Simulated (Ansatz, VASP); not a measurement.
Mo4N: VASP beside Ansatz

```
Mo N
1.0
     4.21041    0.00000    0.00000
     0.00000    4.21041    0.00000
     0.00000    0.00000    4.21041
Mo N
4 1
Direct
  0.23705 0.23705 0.23705
  0.76295 0.76295 0.23705
  0.76295 0.23705 0.76295
  0.23705 0.76295 0.76295
  0.50000 0.50000 0.50000
```

Alike in both runs: functional PBE; k mesh 4 × 4 × 4; occupations gaussian, width 0.1 eV; collinear spin.

Ansatz relaxed the structure, and its values are those at the end. VASP's run is a single point on that final structure, the one shown.

```csv
,VASP,Ansatz
version,VASP 6.6.1,Ansatz 0.2.0
potentials or method,"VASP PAW PBE potentials, release 64 (Mo_sv, N), cutoff 520 eV","scalar-relativistic, plane waves, PAW"
valence electrons in the cell,61,61
```

```csv
,VASP,Ansatz,Ansatz less VASP
gap on the k mesh at the Fermi level (eV),none,none,-
pressure (GPa),0.4,0.0,-0.38
rms of the force components (eV/Å),0.021,0.012,-0.0090
net moment per atom (μB),0.00,0.00,0.000
```

A gap of «none» marks a metal or a gap that the smearing closes. Ansatz's warnings: seeded moment not kept.

The k mesh is coarse, so the values compare programs but aren't converged.
